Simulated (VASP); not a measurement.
Here is a VASP 6.6.1 calculation.

The input INCAR:

```
SYSTEM = Cu
  ALGO = Normal
  EDIFF = 1E-6
  ENCUT = 520
  GGA = PS
  ISIF = 2
  ISMEAR = -1
  LASPH = .TRUE.
  LCHARG = .FALSE.
  LREAL = .FALSE.
  LWAVE = .FALSE.
  NBANDS = 18
  NELM = 60
  PREC = Accurate
  SIGMA = 0.1
```

Contents of KPOINTS:

```
k-points
0
G
  11 11 11
  0 0 0
```

POSCAR

```
Cu
1.0
    1.2184640000     -3.9763780000      0.0000000000
    1.2184640000      3.9763780000      0.0000000000
    0.0000000000      0.0000000000      2.4754960000
Cu
2
Direct
    0.1338670000      0.8661330000      0.2500000000
    0.8661330000      0.1338670000      0.7500000000
```

Potentials or basis: VASP PAW PBE potentials, release 64 (Cu).

The run is started by

```sh
$ cat potpaw_PBE.64/Cu/POTCAR > POTCAR
$ mpirun -np 1 vasp_std > vasp.out
```

Q: Predict the band gap on the k mesh.

A: Zero (bands 11 and 12 overlap by 5.41 eV).

Q: What does it give for the pressure?

A: -0.8 GPa.

Stress tensor (GPa, compression positive):
```
-0.67  0.00  0.00
 0.00 -1.26  0.00
 0.00  0.00 -0.40
```

Caveat: the PAW data sets were made with another functional, which shifts forces and pressure a little.
